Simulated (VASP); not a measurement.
Runs of VASP 6.6.1 on SrO. The structure is that of space group Fm-3m (No. 225), or close to it. The cells are those of the table. 

```tsv
level	cell	k mesh	smearing	grid for exact exchange (PRECFOCK)	screening parameter	gap on the mesh (eV)	pressure (GPa)
r2SCAN	a = 3.688 Å, angles 59.3°, 2 atoms	8 × 8 × 8	gaussian 0.01 eV	-	-	3.74	-1.0
PBE	a = 3.558 Å, angles 60.0°, 2 atoms	8 × 8 × 8	fermi-dirac 0.02 eV	-	-	3.22	(b)
PBE	a = 3.688 Å, angles 59.3°, 2 atoms	8 × 8 × 8	fermi-dirac 0.02 eV	-	-	(a)	0.9
r2SCAN	a = 3.558 Å, angles 60.0°, 2 atoms	8 × 8 × 8	gaussian 0.01 eV	-	-	3.70	9.1
HSE06	a = 3.558 Å, angles 60.0°, 2 atoms	6 × 6 × 6	gaussian 0.01 eV	Normal	0.2079 1/Å	4.71	8.6
```

Alike in all rows: task single point; potentials or basis VASP PAW PBE potentials, release 64 (Sr_sv, O); no spin polarisation; cutoff (eV) 520.

Task: Fill in the values left out.

Result: (a) 3.26; (b) 10.9.

Caveats: the PAW data sets were made with another functional, which shifts forces and pressure a little (some runs).

A k mesh can miss the band edges, and the runs leave out spin-orbit coupling on Sr.
